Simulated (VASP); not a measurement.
## BP: single point with PBE

BP:

```xyz
2
Lattice="0.0000 2.2742 2.2742 2.2742 0.0000 2.2742 2.2742 2.2742 0.0000" Properties=species:S:1:pos:R:3 pbc="T T T"
B     0.0000    0.0000    0.0000
P     1.1371    1.1371    1.1371
```

```json
{"Program": "VASP 6.6.1", "Task": "single point", "Functional": "PBE", "Potentials or basis": "VASP PAW PBE potentials, release 64 (B, P)", "Cutoff": "500 eV", "k mesh": "10 × 10 × 10", "Occupations": "gaussian, width 0.02 eV", "Spin": "no spin polarisation"}
```

```yaml
Pressure: -0.2 GPa
Band_gap_on_the_k_mesh: 1.25 eV, indirect (least direct gap 3.39 eV)
```

Levels at points of the mesh, in eV from the valence-band top:
```tsv
k point	band 1	band 2	band 3	band 4	band 5	band 6	band 7	band 8
(0.00, 0.00, 0.00)	-15.40	0.00	0.00	0.00	3.39	3.39	3.39	7.27
(0.50, 0.00, 0.00)	-12.10	-8.98	-1.75	-1.75	3.74	4.71	4.71	10.10
(0.50, 0.50, 0.00)	-10.58	-8.55	-4.09	-4.09	1.35	1.67	12.06	12.06
```

Run time: 6 s on 1 thread of AMD EPYC 9R45 96-Core Processor (Zen 5), with other jobs on the host, peak memory 0.11 GiB.

A k mesh can miss the band edges. PBE gaps usually lie below the measured ones, often by a third to a half.
